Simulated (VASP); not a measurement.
Input of a VASP 6.6.1 run:

The input INCAR:

```
SYSTEM = Au
  PREC = Accurate
  ENCUT = 520
  EDIFF = 1E-6
  ISMEAR = -1
  SIGMA = 0.1
  LREAL = .False.
  LASPH = .True.
  NELM = 60
  ALGO = Normal
  ISIF = 2
  LWAVE = .False.
  LCHARG = .False.
  GGA = RE
  NBANDS = 30
```

The input KPOINTS:

```
regular mesh
0
Gamma
  14 14 4
  0 0 0
```

File POSCAR:

```
Au
1.0
    3.0134947501      0.0000000000      0.0000000000
   -1.5067473750      2.6097630078      0.0000000000
    0.0000000000      0.0000000000     10.0852857762
Au
4
Direct
    0.0000000000      1.0000000000      1.0000000000
    0.0000000000      1.0000000000      0.5000000000
    0.3333333333      0.6666666667      0.2500000000
    0.6666666667      0.3333333333      0.7500000000
```

Potentials or basis: VASP PAW PBE potentials, release 64 (Au).

Run with:

```sh
$ cat potpaw_PBE.64/Au/POTCAR > POTCAR
$ mpirun -np 1 vasp_std > vasp.out
```

What does it give for the band gap on the k mesh?

Zero (bands 22 and 23 overlap by 4.38 eV).

What does it give for the pressure?

-7.6 GPa.

Stress tensor (GPa, compression positive):
```
-7.55  0.00  0.00
 0.00 -7.55  0.00
 0.00  0.00 -7.77
```

Caveat: the cell stands under tension; the PAW data sets were made with another functional, which shifts forces and pressure a little; spin-orbit coupling is left out, which moves the levels of the heavy elements.
